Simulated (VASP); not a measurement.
# Ir (Fm-3m) in VASP: a series of runs

Ir is run at these levels: LDA; tasks: single point.

All numbers are computed with VASP 6.6.1; they aren't measurements. Logs are shortened: lines on timing, memory, paths and dates and some standing lists are left out, and cuts for length are marked.

### Step 1. The cell of the first run

It takes space group Fm-3m (No. 225, cubic). The conventional cell has a = 3.811 Å, b = 3.811 Å, c = 3.811 Å, α = 90.00°, β = 90.00°, γ = 90.00°. Within 3.6 Å of Ir (site symmetry m-3m) lie 12 Ir at 2.69 Å.

### Step 2. Single point, LDA

INCAR

```
SYSTEM = Ir
ALGO = Fast
EDIFF = 1E-7
ENCUT = 520
ISIF = 2
ISMEAR = 0
LASPH = .TRUE.
LCHARG = .FALSE.
LREAL = .FALSE.
LWAVE = .FALSE.
NBANDS = 10
NELM = 100
PREC = Accurate
SIGMA = 0.1
```

KPOINTS

```
k-points
0
G
  18 18 18
  0 0 0
```

POSCAR

```
Ir
1.0
    0.0000000000      1.9054048527      1.9054048527
    1.9054048527      0.0000000000      1.9054048527
    1.9054048527      1.9054048527      0.0000000000
Ir
1
Direct
    0.0000000000      0.0000000000      0.0000000000
```

Potentials or basis: VASP PAW LDA potentials, release 64 (Ir).

Launch:

```console
$ cat potpaw_LDA.64/Ir/POTCAR > POTCAR
$ mpirun -np 1 vasp_std > vasp.out
```

OUTCAR:

```text
SYSTEM = Ir
   EDIFF = 1E-7
   ENCUT = 520
   ISIF = 2
   ISMEAR = 0
   LASPH = .TRUE.
   LREAL = .FALSE.
   NELM = 100
   PREC = Accurate

 ion  position               nearest neighbor table
   1  0.000  0.000  0.000-

  LATTYP: Found a face centered cubic cell.
 ALAT       =     3.8108097054

  Lattice vectors:

 A1 = (   0.0000000000,   1.9054048527,   1.9054048527)
 A2 = (   1.9054048527,   0.0000000000,   1.9054048527)
 A3 = (   1.9054048527,   1.9054048527,   0.0000000000)

Analysis of symmetry for initial positions (statically):
=====================================================================
 Subroutine PRICEL returns:
 Original cell was already a primitive cell.

 Routine SETGRP: Setting up the symmetry group for a
 face centered cubic supercell.

 Subroutine GETGRP returns: Found 48 space group operations
 (whereof 48 operations were pure point group operations)
 out of a pool of 48 trial point group operations.

The static configuration has the point symmetry O_h .

Analysis of symmetry for dynamics (positions and initial velocities):
=====================================================================
 Subroutine PRICEL returns:
 Original cell was already a primitive cell.

 Routine SETGRP: Setting up the symmetry group for a
 face centered cubic supercell.

 Subroutine GETGRP returns: Found 48 space group operations
 (whereof 48 operations were pure point group operations)
 out of a pool of 48 trial point group operations.

The dynamic configuration has the point symmetry O_h .

 Subroutine INISYM returns: Found 48 space group operations
 (whereof 48 operations are pure point group operations),
 and found     1 'primitive' translations

----------------------------------------------------------------------------------------

                                     Primitive cell

  volume of cell :      13.8354

  direct lattice vectors                    reciprocal lattice vectors
     0.000000000  1.905404853  1.905404853    -0.262411424  0.262411424  0.262411424
     1.905404853  0.000000000  1.905404853     0.262411424 -0.262411424  0.262411424
     1.905404853  1.905404853  0.000000000     0.262411424  0.262411424 -0.262411424

  length of vectors
     2.694649384  2.694649384  2.694649384     0.454509918  0.454509918  0.454509918

  position of ions in fractional coordinates (direct lattice)
     0.000000000  0.000000000  0.000000000

  ion indices of the primitive-cell ions
   primitive index   ion index
[... 72 lines left out ...]
   NELM   =    100;   NELMIN=  2; NELMDL= -5     # of ELM steps
   EDIFF  = 0.1E-06   stopping-criterion for ELM
   LREAL  =      F    real-space projection
   EDIFFG = 0.1E-05   stopping-criterion for IOM
   NSW    =      0    number of steps for IOM
   IBRION =     -1    ionic relax: 0-MD 1-quasi-New 2-CG
   NFREE  =      0    steps in history (QN), initial steepest desc. (CG)
   ISIF   =      2    stress and relaxation
   ISYM   =      2    0-nonsym 1-usesym 2-fastsym
   POTIM  = 0.5000    time-step for ionic-motion
   TEBEG  =    0.0;   TEEND  =   0.0 temperature during run
   PSTRESS=    0.0 pullay stress
   NELECT =       9.0000    total number of electrons
   NUPDOWN=      -1.0000    fix difference up-down
   EMIN   =  10.00;   EMAX   =-10.00  energy-range for DOS
   EFERMI =   0.00;   METHOD = LEGACY
   ISMEAR =     0;   SIGMA  =   0.10  broadening in eV -4-tet -1-fermi 0-gaus
   EFERMI_NEDOS =   21; number of points for ismear=-14 and -15
   IALGO  =     68    algorithm
   IMIX   =      4    mixing-type and parameters
     AMIX     =   0.40;   BMIX     =  1.00
     AMIX_MAG =   1.60;   BMIX_MAG =  1.00
  volume/ion in A,a.u.               =      13.84        93.37
  Fermi-wavevector in a.u.,A,eV,Ry     =   1.418486  2.680550 27.376319  2.012103
  Thomas-Fermi vector in A             =   2.539606
   LORBIT       =      0    0 simple, 1 ext, 2 COOP (PROOUT), +10 PAW based schemes
   GGA     = CA    functional components
   LHFCALC =     F    Hartree Fock is set to
   AEXX    =    0.0000 exact exchange contribution
   IVDW    =     0    specifies the selected vdW correction
   LEPSILON=     F    determine dielectric tensor
   LRPA    =     F    only Hartree local field effects (RPA)
 non-spin polarized calculation
 RMM-DIIS sequential band-by-band and
 Gauss-broadening in eV      SIGMA  =   0.10
  energy-cutoff  :      520.00
  volume of cell :       13.84
 maximum number of plane-waves:       388
   NGX =  9   NGY =  9   NGZ =  9

 number of electron       9.0000001 magnetization

 Free energy of the ion-electron system (eV)
  ---------------------------------------------------
  ext. energy  EPLUGINS =         0.00000000
  ---------------------------------------------------
  free energy    TOTEN  =       -10.32849251 eV

  energy without entropy =      -10.32360357  energy(sigma->0) =      -10.32604804

 E-fermi :  10.7419     XC(G=0): -14.2685

 val. band max:       10.7344217519   @ k =   0.5000   0.2222   0.1111
 cond. band min:      10.7554508141   @ k =   0.3333   0.1111   0.0556
 fundamental gap:      0.0210290621
 Fermi energy:        10.7419101512

 k-point     1 :       0.0000    0.0000    0.0000
  band No.  band energies     occupation
      1      -0.6395      2.00000
      2       6.6551      2.00000
      3       6.6551      2.00000
      4       6.6551      2.00000
      5       9.4795      2.00000
      6       9.4795      2.00000
      7      25.0036      0.00000
      8      30.6767      0.00000
      9      30.6767      0.00000
     10      30.6767      0.00000
[... 287 lines left out ...]
 k-point    24 :      -0.2222    0.0556    0.0000
  band No.  band energies     occupation
      1       1.6120      2.00000
      2       5.9853      2.00000
      3       7.1361      2.00000
      4       7.2284      2.00000
      5       9.1645      2.00000
      6      10.0627      2.00000
      7      24.9804      0.00000
      8      27.8267      0.00000
      9      33.0083      0.00000
     10      34.2408      0.00000

 [... further k-points ...]
[... 5 lines left out ...]
  --------------------------------------------------------------------------------------
  -------------------------------------------------------------------------------------
  Total        0.2294295      0.2294295      0.2294295      0.0000000     -0.0000000      0.0000000
  in kB       26.5685569     26.5685569     26.5685569      0.0000000     -0.0000000      0.0000000
  external PRESSURE =      26.5685569 kB  Pullay stress =       0.0000000 kB

 VOLUME and BASIS-vectors are now :
 -----------------------------------------------------------------------------
  energy-cutoff  :      520.00
  volume of cell :       13.84
      direct lattice vectors                 reciprocal lattice vectors
     0.000000000  1.905404853  1.905404853    -0.262411424  0.262411424  0.262411424
     1.905404853  0.000000000  1.905404853     0.262411424 -0.262411424  0.262411424
     1.905404853  1.905404853  0.000000000     0.262411424  0.262411424 -0.262411424

 POSITION                                       TOTAL-FORCE (eV/Angst)
 -----------------------------------------------------------------------------------
      0.00000      0.00000      0.00000         0.000000      0.000000      0.000000
 -----------------------------------------------------------------------------------
    total drift:                               -0.000000     -0.000000     -0.000000

  FREE ENERGIE OF THE ION-ELECTRON SYSTEM (eV)
  ---------------------------------------------------
  free  energy   TOTEN  =       -10.3284925144 eV

  energy  without entropy=      -10.3236035747  energy(sigma->0) =      -10.32604804
```

OSZICAR:

```text
N       E                     dE             d eps       ncg     rms          rms(c)
DAV:   1     0.475430863860E+02    0.47543E+02   -0.43642E+03  3932   0.830E+02
DAV:   2    -0.100064829277E+02   -0.57550E+02   -0.54737E+02  3994   0.199E+02
DAV:   3    -0.109266556741E+02   -0.92017E+00   -0.91736E+00  4546   0.307E+01
[... 13 lines left out ...]
RMM:  17    -0.103284923755E+02   -0.69788E-07   -0.19392E-06  5490   0.169E-02    0.216E-02
RMM:  18    -0.103284930288E+02   -0.65329E-06   -0.57424E-07  4448   0.126E-02    0.154E-02
RMM:  19    -0.103284928326E+02    0.19620E-06   -0.16002E-07  3249   0.414E-03    0.109E-02
RMM:  20    -0.103284925726E+02    0.26003E-06   -0.25586E-07  3666   0.551E-03    0.436E-03
RMM:  21    -0.103284925144E+02    0.58182E-07   -0.16631E-07  2717   0.418E-03
   1 F= -.10328493E+02 E0= -.10326048E+02  d E =-.488894E-02
```

Wall time 33 s (1 thread of AMD EPYC 7R13 (Zen 3), shared host); peak memory 0.11 GiB.

Results:

```
Free energy : -10.3285 eV
Pressure    : 2.7 GPa
```

Caveat: spin-orbit coupling is left out, which moves the levels of the heavy elements.

### Step 3. Single point, LDA

INCAR

```
  PREC = Accurate
  ENCUT = 520
  EDIFF = 1E-7
  ISMEAR = 0
  SIGMA = 0.15
  LREAL = F
  LASPH = T
  NELM = 100
  ALGO = Normal
  ISIF = 2
  LWAVE = F
  LCHARG = F
  GGA = CA
  NBANDS = 10
```

KPOINTS

```
regular mesh
0
Gamma
  20 20 20
```

POSCAR is that of step 2.

Potentials or basis: VASP PAW LDA potentials, release 64 (Ir).

Launch:

```console
$ cat potpaw_LDA.64/Ir/POTCAR > POTCAR
$ mpirun -np 1 vasp_std > vasp.out
```

OUTCAR:

```text
PREC = Accurate
   ENCUT = 520
   EDIFF = 1E-7
   ISMEAR = 0
   LREAL = F
   LASPH = T
   NELM = 100
   ISIF = 2
   GGA = CA

 ion  position               nearest neighbor table
   1  0.000  0.000  0.000-

  LATTYP: Found a face centered cubic cell.
 ALAT       =     3.8108097054

  Lattice vectors:

 A1 = (   0.0000000000,   1.9054048527,   1.9054048527)
 A2 = (   1.9054048527,   0.0000000000,   1.9054048527)
 A3 = (   1.9054048527,   1.9054048527,   0.0000000000)

Analysis of symmetry for initial positions (statically):
=====================================================================
 Subroutine PRICEL returns:
 Original cell was already a primitive cell.

 Routine SETGRP: Setting up the symmetry group for a
 face centered cubic supercell.

 Subroutine GETGRP returns: Found 48 space group operations
 (whereof 48 operations were pure point group operations)
 out of a pool of 48 trial point group operations.

The static configuration has the point symmetry O_h .

Analysis of symmetry for dynamics (positions and initial velocities):
=====================================================================
 Subroutine PRICEL returns:
 Original cell was already a primitive cell.

 Routine SETGRP: Setting up the symmetry group for a
 face centered cubic supercell.

 Subroutine GETGRP returns: Found 48 space group operations
 (whereof 48 operations were pure point group operations)
 out of a pool of 48 trial point group operations.

The dynamic configuration has the point symmetry O_h .

 Subroutine INISYM returns: Found 48 space group operations
 (whereof 48 operations are pure point group operations),
 and found     1 'primitive' translations

----------------------------------------------------------------------------------------

                                     Primitive cell

  volume of cell :      13.8354

  direct lattice vectors                    reciprocal lattice vectors
     0.000000000  1.905404853  1.905404853    -0.262411424  0.262411424  0.262411424
     1.905404853  0.000000000  1.905404853     0.262411424 -0.262411424  0.262411424
     1.905404853  1.905404853  0.000000000     0.262411424  0.262411424 -0.262411424

  length of vectors
     2.694649384  2.694649384  2.694649384     0.454509918  0.454509918  0.454509918

  position of ions in fractional coordinates (direct lattice)
     0.000000000  0.000000000  0.000000000

  ion indices of the primitive-cell ions
   primitive index   ion index
                 1           1

----------------------------------------------------------------------------------------

 KPOINTS: regular mesh

Automatic generation of k-mesh.
 Grid dimensions read from file:
 generate k-points for:   20   20   20

 Generating k-lattice:

  Cartesian coordinates                     Fractional coordinates (reciprocal lattice)
    -0.013120571  0.013120571  0.013120571     0.050000000  0.000000000  0.000000000
     0.013120571 -0.013120571  0.013120571     0.000000000  0.050000000  0.000000000
     0.013120571  0.013120571 -0.013120571     0.000000000  0.000000000  0.050000000

  Length of vectors
     0.022725496  0.022725496  0.022725496

  Shift w.r.t. Gamma in fractional coordinates (k-lattice)
     0.000000000  0.000000000  0.000000000

 Subroutine IBZKPT returns following result:
 ===========================================

 Found    256 irreducible k-points:

 Following reciprocal coordinates:
            Coordinates               Weight
  0.000000  0.000000  0.000000      1.000000
  0.050000  0.000000  0.000000      8.000000
  0.100000  0.000000  0.000000      8.000000
  0.150000  0.000000  0.000000      8.000000
  0.200000  0.000000  0.000000      8.000000
  0.250000  0.000000  0.000000      8.000000
[... 16 lines left out ...]
 -0.400000  0.050000  0.000000     24.000000
 -0.350000  0.050000  0.000000     24.000000
 [... further k-points ...]
   k-points           NKPTS =    256   k-points in BZ     NKDIM =    256   number of bands    NBANDS=     10
   number of dos      NEDOS =    301   number of ions     NIONS =      1
   total plane-waves  NPLWV =   8000
   dimension x,y,z NGX =    20 NGY =   20 NGZ =   20
   dimension x,y,z NGXF=    40 NGYF=   40 NGZF=   40
   ions per type =               1
   NGX,Y,Z   is equivalent  to a cutoff of  12.34, 12.34, 12.34 a.u.
   NGXF,Y,Z  is equivalent  to a cutoff of  24.68, 24.68, 24.68 a.u.
 SYSTEM =  unknown system
   PREC   = accura    normal or accurate (medium, high low for compatibility)
   ISTART =      0    job   : 0-new  1-cont  2-samecut
   ICHARG =      2    charge: 1-file 2-atom 10-const
   ISPIN  =      1    spin polarized calculation?
   LNONCOLLINEAR =      F non collinear calculations
   LSORBIT =      F    spin-orbit coupling
   LASPH  =      T    aspherical Exc in radial PAW
   ENCUT  =  520.0 eV  38.22 Ry    6.18 a.u.   5.01  5.01  5.01*2*pi/ulx,y,z
   NELM   =    100;   NELMIN=  2; NELMDL= -5     # of ELM steps
   EDIFF  = 0.1E-06   stopping-criterion for ELM
   LREAL  =      F    real-space projection
   EDIFFG = 0.1E-05   stopping-criterion for IOM
   NSW    =      0    number of steps for IOM
   IBRION =     -1    ionic relax: 0-MD 1-quasi-New 2-CG
   NFREE  =      0    steps in history (QN), initial steepest desc. (CG)
   ISIF   =      2    stress and relaxation
   ISYM   =      2    0-nonsym 1-usesym 2-fastsym
   POTIM  = 0.5000    time-step for ionic-motion
   TEBEG  =    0.0;   TEEND  =   0.0 temperature during run
   PSTRESS=    0.0 pullay stress
   NELECT =       9.0000    total number of electrons
   NUPDOWN=      -1.0000    fix difference up-down
   EMIN   =  10.00;   EMAX   =-10.00  energy-range for DOS
   EFERMI =   0.00;   METHOD = LEGACY
   ISMEAR =     0;   SIGMA  =   0.15  broadening in eV -4-tet -1-fermi 0-gaus
   EFERMI_NEDOS =   21; number of points for ismear=-14 and -15
   IALGO  =     38    algorithm
   IMIX   =      4    mixing-type and parameters
     AMIX     =   0.40;   BMIX     =  1.00
     AMIX_MAG =   1.60;   BMIX_MAG =  1.00
  volume/ion in A,a.u.               =      13.84        93.37
  Fermi-wavevector in a.u.,A,eV,Ry     =   1.418486  2.680550 27.376319  2.012103
  Thomas-Fermi vector in A             =   2.539606
   LORBIT       =      0    0 simple, 1 ext, 2 COOP (PROOUT), +10 PAW based schemes
   GGA     = CA    functional components
   LHFCALC =     F    Hartree Fock is set to
   AEXX    =    0.0000 exact exchange contribution
   IVDW    =     0    specifies the selected vdW correction
   LEPSILON=     F    determine dielectric tensor
   LRPA    =     F    only Hartree local field effects (RPA)
 non-spin polarized calculation
 Gauss-broadening in eV      SIGMA  =   0.15
  energy-cutoff  :      520.00
  volume of cell :       13.84
 maximum number of plane-waves:       388
   NGX =  9   NGY =  9   NGZ =  9

 number of electron       9.0000001 magnetization

 Free energy of the ion-electron system (eV)
  ---------------------------------------------------
  ext. energy  EPLUGINS =         0.00000000
  ---------------------------------------------------
  free energy    TOTEN  =       -10.33272686 eV

  energy without entropy =      -10.32559988  energy(sigma->0) =      -10.32916337

 E-fermi :  10.6583     XC(G=0): -14.2690

 val. band max:       10.6489975577   @ k =   0.3500   0.0000   0.0000
 cond. band min:      10.6653183160   @ k =   0.3000   0.2000   0.0000
 fundamental gap:      0.0163207583
 Fermi energy:        10.6582742846

 k-point     1 :       0.0000    0.0000    0.0000
  band No.  band energies     occupation
      1      -0.6389      2.00000
      2       6.6526      2.00000
      3       6.6526      2.00000
      4       6.6526      2.00000
      5       9.4758      2.00000
      6       9.4758      2.00000
      7      25.0053      0.00000
      8      30.6772      0.00000
      9      30.6772      0.00000
     10      30.6772      0.00000

 k-point     2 :       0.0500    0.0000    0.0000
  band No.  band energies     occupation
      1      -0.5244      2.00000
      2       6.5903      2.00000
      3       6.7033      2.00000
      4       6.7033      2.00000
      5       9.4419      2.00000
      6       9.4419      2.00000
      7      25.2068      0.00000
      8      30.0610      0.00000
      9      30.8683      0.00000
     10      30.8683      0.00000
[... 274 lines left out ...]
 k-point    24 :      -0.3500    0.0500    0.0000
  band No.  band energies     occupation
      1       2.4360      2.00000
      2       6.7279      2.00000
      3       6.8418      2.00000
      4       7.5733      2.00000
      5      10.5221      1.80096
      6      11.3437      0.00000
      7      21.1435      0.00000
      8      25.8290      0.00000
      9      31.5416      0.00000
     10      33.2104      0.00000

 [... further k-points ...]
[... 5 lines left out ...]
  --------------------------------------------------------------------------------------
  -------------------------------------------------------------------------------------
  Total        0.2251164      0.2251164      0.2251164      0.0000000      0.0000000      0.0000000
  in kB       26.0690970     26.0690970     26.0690970      0.0000000      0.0000000      0.0000000
  external PRESSURE =      26.0690970 kB  Pullay stress =       0.0000000 kB

 VOLUME and BASIS-vectors are now :
 -----------------------------------------------------------------------------
  energy-cutoff  :      520.00
  volume of cell :       13.84
      direct lattice vectors                 reciprocal lattice vectors
     0.000000000  1.905404853  1.905404853    -0.262411424  0.262411424  0.262411424
     1.905404853  0.000000000  1.905404853     0.262411424 -0.262411424  0.262411424
     1.905404853  1.905404853  0.000000000     0.262411424  0.262411424 -0.262411424

 POSITION                                       TOTAL-FORCE (eV/Angst)
 -----------------------------------------------------------------------------------
      0.00000      0.00000      0.00000        -0.000000     -0.000000     -0.000000
 -----------------------------------------------------------------------------------
    total drift:                               -0.000000     -0.000000     -0.000000

  FREE ENERGIE OF THE ION-ELECTRON SYSTEM (eV)
  ---------------------------------------------------
  free  energy   TOTEN  =       -10.3327268645 eV

  energy  without entropy=      -10.3255998778  energy(sigma->0) =      -10.32916337
```

It took 22 s on 1 thread of AMD EPYC 7R13 (Zen 3), shared host; peak memory 0.12 GiB.

What came out:

```
Free energy : -10.3327 eV
Pressure    : 2.6 GPa
```

Levels at points of the mesh, in eV from the Fermi level:
```csv
k point,band 1,band 2,band 3,band 4,band 5,band 6,band 7,band 8
"(0.00, 0.00, 0.00)",-11.30,-4.01,-4.01,-4.01,-1.18,-1.18,14.35,20.02
"(0.50, 0.00, 0.00)",-8.31,-4.10,-4.10,-0.72,0.98,0.98,7.54,13.89
"(0.50, 0.50, 0.00)",-8.13,-7.57,0.97,1.58,1.58,1.79,10.88,11.85
```

Caveat: spin-orbit coupling is left out, which moves the levels of the heavy elements.
